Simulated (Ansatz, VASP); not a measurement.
One calculation of SrO3, two programs

```
Sr O
1.0
    -3.12613    3.12613    4.54935
     3.12613   -3.12613    4.54935
     3.12613    3.12613   -4.54935
Sr O
2 6
Cartesian
  0.0000 0.0000 4.5493
  0.0000 0.0000 0.0000
  2.6653 -0.4609 4.5493
  0.4609 2.6653 4.5493
  0.0000 0.0000 6.8240
  0.4609 3.5870 0.0000
  2.6653 0.4609 0.0000
  0.0000 0.0000 2.2747
```

Alike in both runs: functional PBE; k mesh 4 × 4 × 4; occupations gaussian, width 0.1 eV; collinear spin.

Ansatz relaxed the structure, and its values are those at the end. VASP's run is a single point on that final structure, the one shown.

|  | VASP | Ansatz |
| --- | --- | --- |
| version | VASP 6.6.1 | Ansatz 0.2.0 |
| potentials or method | VASP PAW PBE potentials, release 64 (Sr_sv, O), cutoff 520 eV | scalar-relativistic, plane waves, PAW |
| valence electrons in the cell | 56 | 56 |

|  | VASP | Ansatz | Ansatz less VASP |
| --- | --- | --- | --- |
| gap on the k mesh at the Fermi level (eV) | none | none | - |
| pressure (GPa) | 0.2 | -0.3 | -0.57 |
| rms of the force components (eV/Å) | 0.205 | 0.008 | -0.1972 |
| net moment per atom (μB) | 0.50 | 0.50 | 0.000 |
| size of the moment on the site where the two differ most (μB) | 0.50 | 0.37 | -0.127 |

Site moments also hang on the region over which each program counts them. A gap of «none» marks a metal or a gap that the smearing closes. One of these differences is far larger than is usual between the two programs; its cause wasn't traced.
